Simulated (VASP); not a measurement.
Wanted: the native input for a VASP 6.6.1 run.

| Item | Value |
| --- | --- |
| Task | single point |
| Functional | PBE |
| Potentials or basis | VASP PAW PBE potentials, release 64 (Co, O) |
| Cutoff | 520 eV |
| k mesh | 11 × 11 × 10 |
| Occupations | fermi-dirac, width 0.05 eV |
| Spin | collinear spin, ferromagnetic start |
| Starting moments | [2.0, 0.0] μB |
| Dipole correction | no |
| Further INCAR settings | ALGO = Normal; EDIFF = 1e-06; NBANDS = 18 |

The structure of CoO lies in POSCAR:

```
CoO
1.0
    2.8938864250      0.0000000000      0.0000000000
   -1.4469432074      2.5061791557      0.0000000000
    0.0000000000      0.0000000000      2.8242897700
Co O
1 1
Direct
    0.0000000000      0.0000000000      0.0000000000
    0.6666666667      0.3333333333      0.5000000000
```

One way to write it, as run:

INCAR

```
SYSTEM = CoO
ALGO = Normal
EDIFF = 1E-6
ENCUT = 520
GGA = PE
ISIF = 2
ISMEAR = -1
ISPIN = 2
LASPH = .TRUE.
LCHARG = .FALSE.
LMAXMIX = 4
LORBIT = 11
LREAL = .FALSE.
LWAVE = .FALSE.
MAGMOM = 2 0
NBANDS = 18
NELM = 150
PREC = Accurate
SIGMA = 0.05
```

KPOINTS

```
k-points
0
G
  11 11 10
  0 0 0
```

Potentials or basis: VASP PAW PBE potentials, release 64 (Co, O).

Command:

```bash
$ cat potpaw_PBE.64/Co/POTCAR potpaw_PBE.64/O/POTCAR > POTCAR
$ mpirun -np 1 vasp_std > vasp.out
```

Results of the run:

| Item | Value |
| --- | --- |
| Pressure | -13.4 GPa |
| Band gap on the k mesh | zero (filled and empty bands overlap) |
| Net moment | 3.00 μB per cell |
| Site moments | Co +2.56; O +0.39 μB |
| Valence electrons inside the program's atomic spheres | Co 7.71; O 4.92 |

Caveat: a cell with one magnetic atom can't hold antiferromagnetic order, which such compounds often take; semilocal functionals often make such compounds metallic where correlation or magnetic order opens a gap, which also shifts bond lengths.

Run time: 56 s on 1 thread of AMD EPYC 9R45 96-Core Processor (Zen 5), on a shared host, peak memory 0.16 GiB.
